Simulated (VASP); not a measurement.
Set up this calculation in VASP 6.6.1, as the native input.

* Task: single point
* Functional: PBEsol
* Potentials or basis: VASP PAW PBE potentials, release 64 (Pt, Se)
* Cutoff: 520 eV
* k mesh: 18 × 18 × 12
* Occupations: gaussian, width 0.1 eV
* Spin: no spin polarisation
* Dipole correction: no
* Further INCAR settings: ALGO = Normal; EDIFF = 1e-06; NBANDS = 18

The structure of PtSe2 lies in POSCAR:

```
PtSe2
1.0
    3.7969546536      0.0000000000      0.0000000000
   -1.8984773268      3.2882591871      0.0000000000
    0.0000000000      0.0000000000      4.9172406127
Pt Se
1 2
Direct
    0.0000000000      0.0000000000      0.0000000000
    0.6666666667      0.3333333333      0.7453144027
    0.3333333333      0.6666666667      0.2546855973
```

This cell differs from its parent crystal: equal strain along all axes, cell held: +1.0 %, then relaxed in part.

One way to write it, as run:

INCAR

```
SYSTEM = PtSe2
PREC = Accurate ; ENCUT = 520
EDIFF = 1E-6 ; ISMEAR = 0
SIGMA = 0.1 ; LREAL = .False.
LASPH = .True. ; NELM = 100
ALGO = Normal ; ISIF = 2
LWAVE = .False. ; LCHARG = .False.
GGA = PS ; NBANDS = 18
```

KPOINTS

```
Automatic mesh
0
Gamma
  18 18 12
  0 0 0
```

Potentials or basis: VASP PAW PBE potentials, release 64 (Pt, Se).

Run with:

```console
$ cat potpaw_PBE.64/Pt/POTCAR potpaw_PBE.64/Se/POTCAR > POTCAR
$ mpirun -np 1 vasp_std > vasp.out
```

It gave:

```yaml
Pressure: -2.0 GPa
Largest_force: 0.017 eV/Å
Band_gap_on_the_k_mesh: zero (band 11 reaches 6.81 eV, above the bottom of band 12 at 6.04 eV)
```

Caveat: the cell differs from its parent crystal (equal strain along all axes, cell held: +1.0 %, then relaxed in part); the PAW data sets were made with another functional, which shifts forces and pressure a little; spin-orbit coupling is left out, which moves the levels of the heavy elements.

It took 3.4 min on 1 thread of Intel(R) Xeon(R) Platinum 8488C (Sapphire Rapids) (shared host), peak memory 0.52 GiB.
